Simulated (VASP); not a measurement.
# Sn (P-1) in VASP: single point with PBEsol

Aim: the single point of Sn with PBEsol.

All numbers are computed with VASP 6.6.1; they aren't measurements. Logs are shortened: lines on timing, memory, paths and dates and some standing lists are left out, and cuts for length are marked.

**1. The cell of the first run**

The typed cell holds 2 atoms: a = 3.745 Å, b = 3.745 Å, c = 3.745 Å, α = 90.00°, β = 90.00°, γ = 90.00°.

**2. Single point, PBEsol (atoms moved at random)**

INCAR

```
PREC = Accurate
ENCUT = 520
EDIFF = 1E-7
ISMEAR = 0
SIGMA = 0.15
LREAL = F
LASPH = T
NELM = 100
ALGO = Fast
ISIF = 2
LWAVE = F
LCHARG = F
GGA = PS
NBANDS = 21
```

KPOINTS

```
Automatic mesh
0
Gamma
  10 10 10
```

POSCAR

```
Sn
1.0
    0.0000000000     -3.7447900444      0.0000000000
   -3.7447900444      0.0000000000      0.0000000000
    0.0000000000      0.0000000000     -3.7447900444
Sn
2
Direct
    0.5513766049      0.4633096745      0.3986219275
   -0.0513766049      0.0366903255      0.1013780725
```

Potentials or basis: VASP PAW PBE potentials, release 64 (Sn_d).

Started as:

```sh
$ cat potpaw_PBE.64/Sn_d/POTCAR > POTCAR
$ mpirun -np 1 vasp_std > vasp.out
```

OUTCAR:

```text
PREC = Accurate
   ENCUT = 520
   EDIFF = 1E-7
   ISMEAR = 0
   LREAL = F
   LASPH = T
   NELM = 100
   ISIF = 2
   GGA = PS

 ion  position               nearest neighbor table
   1  0.551  0.463  0.399-   2 2.45   2 2.84   2 2.98   2 3.31   2 3.42   2 3.71
   2  0.949  0.037  0.101-   1 2.45   1 2.84   1 2.98   1 3.31   1 3.42   1 3.71

  LATTYP: Found a simple cubic cell.
 ALAT       =     3.7447900444

  Lattice vectors:

 A1 = (   0.0000000000,  -3.7447900444,   0.0000000000)
 A2 = (  -3.7447900444,   0.0000000000,   0.0000000000)
 A3 = (   0.0000000000,   0.0000000000,  -3.7447900444)

Analysis of symmetry for initial positions (statically):
=====================================================================
 Subroutine PRICEL returns:
 Original cell was already a primitive cell.

 Routine SETGRP: Setting up the symmetry group for a
 simple cubic supercell.

 Subroutine GETGRP returns: Found  2 space group operations
 (whereof  1 operations were pure point group operations)
 out of a pool of 48 trial point group operations.

The static configuration has the point symmetry C_1 .
 The point group associated with its full space group is S_2 .

Analysis of symmetry for dynamics (positions and initial velocities):
=====================================================================
 Subroutine PRICEL returns:
 Original cell was already a primitive cell.

 Routine SETGRP: Setting up the symmetry group for a
 simple cubic supercell.

 Subroutine GETGRP returns: Found  2 space group operations
 (whereof  1 operations were pure point group operations)
 out of a pool of 48 trial point group operations.

The dynamic configuration has the point symmetry C_1 .
 The point group associated with its full space group is S_2 .

 Subroutine INISYM returns: Found  2 space group operations
 (whereof  1 operations are pure point group operations),
 and found     1 'primitive' translations

----------------------------------------------------------------------------------------

                                     Primitive cell

  volume of cell :      52.5149

  direct lattice vectors                    reciprocal lattice vectors
     0.000000000 -3.744790044  0.000000000     0.000000000 -0.267037668  0.000000000
    -3.744790044  0.000000000  0.000000000    -0.267037668  0.000000000  0.000000000
     0.000000000  0.000000000 -3.744790044     0.000000000  0.000000000 -0.267037668

  length of vectors
     3.744790044  3.744790044  3.744790044     0.267037668  0.267037668  0.267037668

  position of ions in fractional coordinates (direct lattice)
     0.551376605  0.463309675  0.398621928
     0.948623395  0.036690325  0.101378072

  ion indices of the primitive-cell ions
   primitive index   ion index
                 1           1
                 2           2

----------------------------------------------------------------------------------------

 KPOINTS: Automatic mesh

Automatic generation of k-mesh.
 Grid dimensions read from file:
 generate k-points for:   10   10   10

 Generating k-lattice:

  Cartesian coordinates                     Fractional coordinates (reciprocal lattice)
     0.000000000 -0.026703767  0.000000000     0.100000000  0.000000000  0.000000000
    -0.026703767  0.000000000  0.000000000     0.000000000  0.100000000  0.000000000
     0.000000000  0.000000000 -0.026703767     0.000000000  0.000000000  0.100000000

  Length of vectors
     0.026703767  0.026703767  0.026703767

  Shift w.r.t. Gamma in fractional coordinates (k-lattice)
     0.000000000  0.000000000  0.000000000

 Subroutine IBZKPT returns following result:
 ===========================================

 Found    504 irreducible k-points:

 Following reciprocal coordinates:
            Coordinates               Weight
  0.000000  0.000000  0.000000      1.000000
  0.100000  0.000000  0.000000      2.000000
  0.000000  0.100000  0.000000      2.000000
  0.000000  0.000000  0.100000      2.000000
  0.200000  0.000000  0.000000      2.000000
  0.000000  0.200000  0.000000      2.000000
[... 16 lines left out ...]
  0.200000  0.100000  0.000000      2.000000
  0.000000  0.200000  0.100000      2.000000
 [... further k-points ...]
   k-points           NKPTS =    504   k-points in BZ     NKDIM =    504   number of bands    NBANDS=     21
   number of dos      NEDOS =    301   number of ions     NIONS =      2
   total plane-waves  NPLWV =  21952
   dimension x,y,z NGX =    28 NGY =   28 NGZ =   28
   dimension x,y,z NGXF=    56 NGYF=   56 NGZF=   56
   ions per type =               2
   NGX,Y,Z   is equivalent  to a cutoff of  12.43, 12.43, 12.43 a.u.
   NGXF,Y,Z  is equivalent  to a cutoff of  24.86, 24.86, 24.86 a.u.
 SYSTEM =  unknown system
   PREC   = accura    normal or accurate (medium, high low for compatibility)
   ISTART =      0    job   : 0-new  1-cont  2-samecut
   ICHARG =      2    charge: 1-file 2-atom 10-const
   ISPIN  =      1    spin polarized calculation?
   LNONCOLLINEAR =      F non collinear calculations
   LSORBIT =      F    spin-orbit coupling
   LASPH  =      T    aspherical Exc in radial PAW
   ENCUT  =  520.0 eV  38.22 Ry    6.18 a.u.   6.96  6.96  6.96*2*pi/ulx,y,z
   NELM   =    100;   NELMIN=  2; NELMDL= -5     # of ELM steps
   EDIFF  = 0.1E-06   stopping-criterion for ELM
   LREAL  =      F    real-space projection
   EDIFFG = 0.1E-05   stopping-criterion for IOM
   NSW    =      0    number of steps for IOM
   IBRION =     -1    ionic relax: 0-MD 1-quasi-New 2-CG
   NFREE  =      0    steps in history (QN), initial steepest desc. (CG)
   ISIF   =      2    stress and relaxation
   ISYM   =      2    0-nonsym 1-usesym 2-fastsym
   POTIM  = 0.5000    time-step for ionic-motion
   TEBEG  =    0.0;   TEEND  =   0.0 temperature during run
   PSTRESS=    0.0 pullay stress
   NELECT =      28.0000    total number of electrons
   NUPDOWN=      -1.0000    fix difference up-down
   EMIN   =  10.00;   EMAX   =-10.00  energy-range for DOS
   EFERMI =   0.00;   METHOD = LEGACY
   ISMEAR =     0;   SIGMA  =   0.15  broadening in eV -4-tet -1-fermi 0-gaus
   EFERMI_NEDOS =   21; number of points for ismear=-14 and -15
   IALGO  =     68    algorithm
   IMIX   =      4    mixing-type and parameters
     AMIX     =   0.40;   BMIX     =  1.00
     AMIX_MAG =   1.60;   BMIX_MAG =  1.00
  volume/ion in A,a.u.               =      26.26       177.19
  Fermi-wavevector in a.u.,A,eV,Ry     =   1.327496  2.508605 23.976824  1.762247
  Thomas-Fermi vector in A             =   2.456804
   LORBIT       =      0    0 simple, 1 ext, 2 COOP (PROOUT), +10 PAW based schemes
   GGA     = PS    functional components
   LHFCALC =     F    Hartree Fock is set to
   AEXX    =    0.0000 exact exchange contribution
   IVDW    =     0    specifies the selected vdW correction
   LEPSILON=     F    determine dielectric tensor
   LRPA    =     F    only Hartree local field effects (RPA)
 non-spin polarized calculation
 RMM-DIIS sequential band-by-band and
 Gauss-broadening in eV      SIGMA  =   0.15
  energy-cutoff  :      520.00
  volume of cell :       52.51
 maximum number of plane-waves:      1427
   NGX = 13   NGY = 13   NGZ = 13

 number of electron      28.0000012 magnetization

 Free energy of the ion-electron system (eV)
  ---------------------------------------------------
  ext. energy  EPLUGINS =         0.00000000
  ---------------------------------------------------
  free energy    TOTEN  =        -7.23418923 eV

  energy without entropy =       -7.22308199  energy(sigma->0) =       -7.22863561

 E-fermi :   8.2217     XC(G=0): -10.5429

 val. band max:        8.2143258258   @ k =  -0.4000   0.4000   0.5000
 cond. band min:       8.2233578397   @ k =   0.5000  -0.1000   0.2000
 fundamental gap:      0.0090320138
 Fermi energy:         8.2217426833

 k-point     1 :       0.0000    0.0000    0.0000
  band No.  band energies     occupation
      1     -13.8920      2.00000
      2     -13.5683      2.00000
      3     -13.4578      2.00000
      4     -13.3424      2.00000
      5     -13.2809      2.00000
      6     -13.1626      2.00000
[... 13 lines left out ...]
     20      19.2985      0.00000
     21      20.3761      0.00000

 k-point     2 :       0.1000    0.0000    0.0000
  band No.  band energies     occupation
      1     -13.8897      2.00000
      2     -13.5606      2.00000
      3     -13.4609      2.00000
      4     -13.3496      2.00000
      5     -13.2848      2.00000
      6     -13.1591      2.00000
[... 13 lines left out ...]
     20      18.3681      0.00000
     21      19.0514      0.00000

 k-point     3 :       0.0000    0.1000    0.0000
  band No.  band energies     occupation
      1     -13.8874      2.00000
      2     -13.5559      2.00000
      3     -13.4639      2.00000
      4     -13.3431      2.00000
      5     -13.2978      2.00000
      6     -13.1515      2.00000
[... 13 lines left out ...]
     20      18.3192      0.00000
     21      18.9936      0.00000

 k-point     4 :       0.0000    0.0000    0.1000
  band No.  band energies     occupation
      1     -13.8918      2.00000
      2     -13.5685      2.00000
      3     -13.4536      2.00000
      4     -13.3411      2.00000
      5     -13.2786      2.00000
      6     -13.1664      2.00000
[... 13 lines left out ...]
     20      18.0416      0.00000
     21      19.5282      0.00000

 k-point     5 :       0.2000    0.0000    0.0000
  band No.  band energies     occupation
      1     -13.8835      2.00000
      2     -13.5450      2.00000
      3     -13.4618      2.00000
      4     -13.3696      2.00000
      5     -13.2949      2.00000
      6     -13.1477      2.00000
[... 13 lines left out ...]
     20      16.8989      0.00000
     21      17.5256      0.00000

 k-point     6 :       0.0000    0.2000    0.0000
  band No.  band energies     occupation
      1     -13.8747      2.00000
      2     -13.5276      2.00000
      3     -13.4720      2.00000
      4     -13.3462      2.00000
      5     -13.3339      2.00000
      6     -13.1273      2.00000
[... 13 lines left out ...]
     20      16.8254      0.00000
     21      17.4504      0.00000

 k-point     7 :       0.0000    0.0000    0.2000
  band No.  band energies     occupation
      1     -13.8915      2.00000
      2     -13.5689      2.00000
      3     -13.4430      2.00000
      4     -13.3388      2.00000
      5     -13.2712      2.00000
      6     -13.1751      2.00000
[... 13 lines left out ...]
     20      16.8847      0.00000
     21      18.0343      0.00000
[... 291 lines left out ...]
      1     -13.8863      2.00000
      2     -13.5468      2.00000
      3     -13.4742      2.00000
      4     -13.3407      2.00000
      5     -13.2798      2.00000
      6     -13.1723      2.00000
[... 13 lines left out ...]
     20      17.9720      0.00000
     21      18.6375      0.00000

 k-point    21 :      -0.1000    0.0000    0.1000
  band No.  band energies     occupation
      1     -13.8884      2.00000
      2     -13.5610      2.00000
      3     -13.4572      2.00000
      4     -13.3452      2.00000
      5     -13.2879      2.00000
      6     -13.1585      2.00000
[... 13 lines left out ...]
     20      17.5927      0.00000
     21      19.1507      0.00000

 k-point    22 :       0.0000   -0.1000    0.1000
  band No.  band energies     occupation
      1     -13.8883      2.00000
      2     -13.5560      2.00000
      3     -13.4588      2.00000
      4     -13.3399      2.00000
      5     -13.3014      2.00000
      6     -13.1486      2.00000
[... 13 lines left out ...]
     20      17.8977      0.00000
     21      19.1135      0.00000

 k-point    23 :       0.2000    0.1000    0.0000
  band No.  band energies     occupation
      1     -13.8763      2.00000
      2     -13.5317      2.00000
      3     -13.4542      2.00000
      4     -13.3784      2.00000
      5     -13.3257      2.00000
      6     -13.1104      2.00000
[... 13 lines left out ...]
     20      17.0073      0.00000
     21      18.0344      0.00000

 k-point    24 :       0.0000    0.2000    0.1000
  band No.  band energies     occupation
      1     -13.8732      2.00000
      2     -13.5285      2.00000
      3     -13.4686      2.00000
      4     -13.3491      2.00000
      5     -13.3276      2.00000
      6     -13.1324      2.00000
[... 13 lines left out ...]
     20      16.5003      0.00000
     21      18.6086      0.00000

 [... further k-points ...]

------------------------ aborting loop because EDIFF is reached ----------------------------------------

  FORCE on cell =-STRESS in cart. coord.  units (eV):
  Direction    XX          YY          ZZ          XY          YZ          ZX
  --------------------------------------------------------------------------------------
  -------------------------------------------------------------------------------------
  Total        6.4271011      5.1425489      1.4207304     -3.0825851     -3.1027070      2.7487999
  in kB      196.0845132    156.8940917     43.3450828    -94.0466310    -94.6605291     83.8631722
  external PRESSURE =     132.1078959 kB  Pullay stress =       0.0000000 kB

 VOLUME and BASIS-vectors are now :
 -----------------------------------------------------------------------------
  energy-cutoff  :      520.00
  volume of cell :       52.51
      direct lattice vectors                 reciprocal lattice vectors
     0.000000000 -3.744790044  0.000000000     0.000000000 -0.267037668  0.000000000
    -3.744790044  0.000000000  0.000000000    -0.267037668  0.000000000  0.000000000
     0.000000000  0.000000000 -3.744790044     0.000000000  0.000000000 -0.267037668

 POSITION                                       TOTAL-FORCE (eV/Angst)
 -----------------------------------------------------------------------------------
     -1.73500     -2.06479     -1.49276        -2.527479      2.866463     -2.533547
     -0.13740     -3.55240     -0.37964         2.527479     -2.866463      2.533547
 -----------------------------------------------------------------------------------
    total drift:                               -0.000000      0.000000      0.000000

  FREE ENERGIE OF THE ION-ELECTRON SYSTEM (eV)
  ---------------------------------------------------
  free  energy   TOTEN  =        -7.2341892286 eV

  energy  without entropy=       -7.2230819916  energy(sigma->0) =       -7.22863561
```

Wall time 14 min (1 thread of Oxide Virtual Turin-like, shared host); peak memory 0.46 GiB.

Results:

```yaml
Free_energy: -7.2342 eV
Pressure: 13.2 GPa
Largest_force: 4.585 eV/Å
Band_gap_on_the_k_mesh: zero (bands 14 and 15 overlap by 3.87 eV)
```

Forces in eV/Å, atoms in the order of the input:
```
Sn  -2.527  2.866 -2.534
Sn   2.527 -2.866  2.534
```

Caveat: the cell differs from its parent crystal (atoms moved at random); the stress differs along the axes, from 4 to 20 GPa; the PAW data sets were made with another functional, which shifts forces and pressure a little; spin-orbit coupling is left out, which moves the levels of the heavy elements.
